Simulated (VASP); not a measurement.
The system is NaHf3NbBi3.

```
Na Hf Nb Bi
1.0
     6.94075    0.00000    0.00000
    -3.47037    6.01086    0.00000
     0.00000    0.00000    5.17420
Na Hf Nb Bi
1 3 1 3
Direct
  0.00000 0.00000 0.50000
  0.50000 0.00000 0.00000
  0.00000 0.50000 0.00000
  0.50000 0.50000 0.00000
  0.00000 0.00000 0.00000
  0.50000 0.00000 0.50000
  0.00000 0.50000 0.50000
  0.50000 0.50000 0.50000
```

The cell was built from a structure type or drawn by symmetry, and may not be a known phase.

- Program: VASP 6.6.1
- Task: relaxation of cell and atoms
- Functional: PBE
- Potentials or basis: VASP PAW PBE potentials, release 64 (Na_pv, Hf_pv, Nb_sv, Bi_d)
- Cutoff: 500 eV
- k mesh: 3 × 3 × 3
- Occupations: gaussian, width 0.2 eV
- Spin: no spin polarisation

At the start: pressure 7.9 GPa; volume 26.98 Å³/atom.

Question: Where does the relaxation end?

Answer: Over 7 steps the energy falls by 585.9 meV/atom and the volume is 26.06 Å³/atom (-3.4 %); space group P6/mmm (No. 191, to 0.1 Å) before and after.

Step by step:
| step | energy change (eV) | largest force (eV/Å) | pressure (GPa) | volume (Å³) |
| --- | --- | --- | --- | --- |
| 1 | 0.0000 | 0.0000 | 7.86 | 215.87 |
| 2 | -3.6262 | 0.0000 | -6.77 | 247.49 |
| 3 | -4.0264 | 0.0000 | -5.73 | 234.87 |
| 4 | -4.6698 | 0.0000 | 0.74 | 206.54 |
| 5 | -4.6707 | 0.0000 | 0.45 | 207.45 |
| 6 | -4.6843 | 0.0000 | 0.24 | 208.07 |
| 7 | -4.6872 | 0.0000 | 0.13 | 208.49 |

Final structure:
```
Na Hf Nb Bi
1.0
     6.23713    0.00000    0.00000
    -3.11856    5.40151    0.00000
     0.00000    0.00000    6.18858
Na Hf Nb Bi
1 3 1 3
Direct
  0.00000 0.00000 0.50000
  0.50000 0.00000 0.00000
  0.00000 0.50000 0.00000
  0.50000 0.50000 0.00000
  0.00000 0.00000 0.00000
  0.50000 0.00000 0.50000
  0.00000 0.50000 0.50000
  0.50000 0.50000 0.50000
```

Caveat: the k points lie up to 0.39 Å⁻¹ apart in the final cell, too coarse for converged energies and pressures of a metal; a cell axis changed by over 15 % at a fixed basis, so the end point is rough.
